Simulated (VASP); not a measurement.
Here is a VASP 6.6.1 calculation.

INCAR

```
SYSTEM = AlN
PREC     = Accurate       ! precision mode
ENCUT    = 520            ! plane-wave cutoff, eV
EDIFF    = 1E-6           ! SCF threshold, eV
ISMEAR   = 0              ! smearing method
SIGMA    = 0.05           ! smearing width, eV
LREAL    = .False.        ! projectors in reciprocal space
LASPH    = .True.         ! aspherical terms in the spheres
NELM     = 60             ! most SCF steps
ALGO     = Normal         ! electronic algorithm
ISIF     = 2              ! what is computed and relaxed
LWAVE    = .False.        ! write WAVECAR
LCHARG   = .True.         ! write CHGCAR
GGA      = PS             ! functional
LELF     = .True.         ! ELF
LVHAR    = .True.       
NBANDS   = 16             ! bands
```

File KPOINTS:

```
regular mesh
0
Gamma
  9 9 6
  0 0 0
```

File POSCAR:

```
AlN
1.0
    3.3412000000      0.0000000000      0.0000000000
   -1.6706000000      2.8935640791      0.0000000000
    0.0000000000      0.0000000000      4.1412155349
Al N
2 2
Direct
    0.3333333333      0.6666666667      0.7500000000
    0.6666666667      0.3333333333      0.2500000000
    0.3333333333      0.6666666667      0.2500000000
    0.6666666667      0.3333333333      0.7500000000
```

Potentials or basis: VASP PAW PBE potentials, release 64 (Al, N).

Run with:

```bash
$ cat potpaw_PBE.64/Al/POTCAR potpaw_PBE.64/N/POTCAR > POTCAR
$ mpirun -np 1 vasp_std > vasp.out
```

Q: Predict the band gap on the k mesh.

A: 3.20 eV, direct.

Q: Predict the pressure.

A: -5.2 GPa.

Stress tensor (GPa, compression positive):
```
-6.17  0.00  0.00
 0.00 -6.17  0.00
 0.00  0.00 -3.27
```

Caveat: the PAW data sets were made with another functional, which shifts forces and pressure a little.
